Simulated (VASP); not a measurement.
Input of a VASP 6.6.1 run:

The input POSCAR:

```
Si
1.0
    0.0000000000      2.7221160933      2.7221160933
    2.7221160933      0.0000000000      2.7221160933
    2.7221160933      2.7221160933      0.0000000000
Si
2
Direct
    0.0000000000      0.0000000000      0.0000000000
    0.2500000000      0.2500000000      0.2500000000
```

File INCAR.step1:

```
SYSTEM = Si
ALGO = Normal
EDIFF = 1E-5
ENCUT = 550
GGA = PE
GGA_COMPAT = .False.
ISMEAR = 0
LASPH = .True.
LCHARG = .False.
LREAL = .False.
LWAVE = .True.
NBANDS = 11
NELM = 120
PREC = Accurate
SIGMA = 0.02
```

Contents of INCAR.step2:

```
SYSTEM = Si
ALGO = Normal
EDIFF = 1E-6
ENCUT = 550
GGA_COMPAT = .False.
ISIF = 2
ISMEAR = 0
ISTART = 1
LASPH = .True.
LCHARG = .False.
LMIXTAU = .True.
LREAL = .False.
LWAVE = .False.
METAGGA = R2SCAN
NBANDS = 11
NELM = 120
PREC = Accurate
SIGMA = 0.02
```

Contents of KPOINTS:

```
k-points
0
Gamma
  10 10 10
  0 0 0
```

Potentials or basis: VASP PAW PBE potentials, release 64 (Si).

The run is started by

```sh
$ cat potpaw_PBE.64/Si/POTCAR > POTCAR
$ cp INCAR.step1 INCAR
$ mpirun -np 1 vasp_std > vasp.out
$ cp INCAR.step2 INCAR
$ mpirun -np 1 vasp_std > vasp.out
```

**Question.** What does it give for the pressure?

**Answer.** -0.2 GPa.

**Question.** What does it give for the band gap on the k mesh?

**Answer.** 0.79 eV, indirect (least direct gap 2.76 eV).

Caveat: the PAW data sets were made with another functional, which shifts forces and pressure a little. r2SCAN opens gaps a little over a GGA but as a rule still falls short of measured ones.
